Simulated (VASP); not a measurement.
Set up this calculation in VASP 6.6.1, as the native input.

```yaml
Task: single point
Functional: PBE
Potentials_or_basis: VASP PAW PBE potentials, release 64 (Nb_sv)
Cutoff: 520 eV
k_mesh: 22 × 22 × 22
Occupations: gaussian, width 0.15 eV
Spin: no spin polarisation
Dipole_correction: no
Further_INCAR_settings: ALGO = Fast; EDIFF = 1e-07; NBANDS = 12
```

The structure of Nb lies in POSCAR:

```
Nb
1.0
   -1.5658369003      1.5658369003      1.8790042803
    1.5658369003     -1.5658369003      1.8790042803
    1.5658369003      1.5658369003     -1.8790042803
Nb
1
Direct
    0.0000000000      0.0000000000      0.0000000000
```

This cell differs from its parent crystal: ratio of the length along z to the lengths across it x 1.2, volume and fractional coordinates fixed.

One way to write it, as run:

INCAR

```
SYSTEM = Nb
PREC     = Accurate       ! precision mode
ENCUT    = 520            ! plane-wave cutoff, eV
EDIFF    = 1E-7           ! SCF threshold, eV
ISMEAR   = 0              ! smearing method
SIGMA    = 0.15           ! smearing width, eV
LREAL    = .FALSE.        ! projectors in reciprocal space
LASPH    = .TRUE.         ! aspherical terms in the spheres
NELM     = 100            ! most SCF steps
ALGO     = Fast           ! electronic algorithm
ISIF     = 2              ! what is computed and relaxed
LWAVE    = .FALSE.        ! write WAVECAR
LCHARG   = .FALSE.        ! write CHGCAR
GGA      = PE             ! functional
NBANDS   = 12             ! bands
```

KPOINTS

```
Automatic mesh
0
G
  22 22 22
  0 0 0
```

Potentials or basis: VASP PAW PBE potentials, release 64 (Nb_sv).

Launch:

```console
$ cat potpaw_PBE.64/Nb_sv/POTCAR > POTCAR
$ mpirun -np 1 vasp_std > vasp.out
```

Results of the run:

```yaml
Pressure: -0.5 GPa
Band_gap_on_the_k_mesh: zero (an odd number of electrons rules out a gap without spin polarisation)
```

Wall time 2.2 min on 1 thread of Intel(R) Xeon(R) 6975P-C (Granite Rapids) (shared host), peak memory 0.29 GiB.
